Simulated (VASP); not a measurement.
Here is a VASP 6.6.1 calculation.

Contents of INCAR:

```
SYSTEM = Al3Pd
PREC     = Accurate       ! precision mode
ENCUT    = 520            ! plane-wave cutoff, eV
EDIFF    = 1E-7           ! SCF threshold, eV
ISMEAR   = -1             ! smearing method
SIGMA    = 0.05           ! smearing width, eV
LREAL    = .False.        ! projectors in reciprocal space
LASPH    = .True.         ! aspherical terms in the spheres
NELM     = 100            ! most SCF steps
ALGO     = Normal         ! electronic algorithm
ISIF     = 2              ! what is computed and relaxed
LWAVE    = .False.        ! write WAVECAR
LCHARG   = .True.         ! write CHGCAR
GGA      = CA             ! functional
LELF     = .True.         ! ELF
LVHAR    = .True.       
NBANDS   = 18             ! bands
```

Contents of KPOINTS:

```
regular mesh
0
Gamma
  7 7 7
  0 0 0
```

The input POSCAR:

```
Al3Pd
1.0
    3.9469100000      0.0000000000      0.0000000000
    0.0000000000      3.9469100000      0.0000000000
    0.0000000000      0.0000000000      3.9469100000
Pd Al
1 3
Direct
    0.0000000000      0.0000000000      0.0000000000
    0.5000000000      0.5000000000      0.0000000000
    0.5000000000      0.0000000000      0.5000000000
    0.0000000000      0.5000000000      0.5000000000
```

Potentials or basis: VASP PAW LDA potentials, release 64 (Pd, Al).

Run with:

```bash
$ cat potpaw_LDA.64/Pd/POTCAR potpaw_LDA.64/Al/POTCAR > POTCAR
$ mpirun -np 1 vasp_std > vasp.out
```

Problem. Estimate the pressure.

Solution. -4.6 GPa.
